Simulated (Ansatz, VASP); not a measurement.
## MgO in VASP and in Ansatz

The input INCAR:

```
SYSTEM = MgO
  PREC = Accurate
  ENCUT = 520
  EDIFF = 1E-7
  ISMEAR = 0
  SIGMA = 0.05
  LREAL = .False.
  LASPH = .True.
  NELM = 60
  ALGO = Normal
  ISIF = 2
  LWAVE = .False.
  LCHARG = .False.
  GGA = PE
  NBANDS = 16
```

Contents of KPOINTS:

```
regular mesh
0
Gamma
  9 9 6
  0 0 0
```

File POSCAR:

```
MgO
1.0
    3.3537459831      0.0000000000      0.0000000000
   -1.6768729916      2.9044292192      0.0000000000
    0.0000000000      0.0000000000      4.3746262603
Mg O
2 2
Direct
    0.6666666667      0.3333333333      0.7500000000
    0.3333333333      0.6666666667      0.2500000000
    0.6666666667      0.3333333333      0.2500000000
    0.3333333333      0.6666666667      0.7500000000
```

Input for Ansatz:

```yaml
crystal:
  lattice:
    - [3.3537459831, 0.0, 0.0]
    - [-1.6768729916, 2.9044292192, 0.0]
    - [0.0, 0.0, 4.3746262603]
  atoms:
    - { symbol: Mg, position: [0.6666666667, 0.3333333333, 0.75] }
    - { symbol: Mg, position: [0.3333333333, 0.6666666667, 0.25] }
    - { symbol: O, position: [0.6666666667, 0.3333333333, 0.25] }
    - { symbol: O, position: [0.3333333333, 0.6666666667, 0.75] }
basis:
  ecutwfc: 520.0
kpoints:
  mp_grid: { grid: [9, 9, 6] }
hamiltonian:
  xc: pbe
  pseudopotentials: { kind: paw, azcp: { folder: soft_1 } }
scf:
  occupations: { method: gaussian, width: 0.05 }
output:
  forces: true
  stress: true
  eigenvalues: true
```

Alike in both runs: task single point; functional PBE; k mesh 9 × 9 × 6; occupations gaussian, width 0.05 eV; no spin polarisation.

|  | VASP | Ansatz |
| --- | --- | --- |
| version | VASP 6.6.1 | Ansatz 0.2.0 |
| potentials or method | VASP PAW PBE potentials, release 64 (Mg, O), cutoff 520 eV | scalar-relativistic, plane waves, PAW |
| valence electrons in the cell | 16 | 32 |

VASP gave:

```
gap on the k mesh at the Fermi level (eV)                     : 3.52
least direct gap on the mesh (eV)                             : 3.52
pressure (GPa)                                                : 10.3
traceless stress, the component that is largest in VASP (GPa) : -10.39
```

Which values does Ansatz return?

gap on the k mesh at the Fermi level (eV): 3.54; least direct gap on the mesh (eV): 3.54; pressure (GPa): 10.8; traceless stress, the component that is largest in VASP (GPa): -10.16.

VASP's potentials hold 16 valence electrons a cell and Ansatz's 32, so a difference there can come from the potentials and not from the codes.
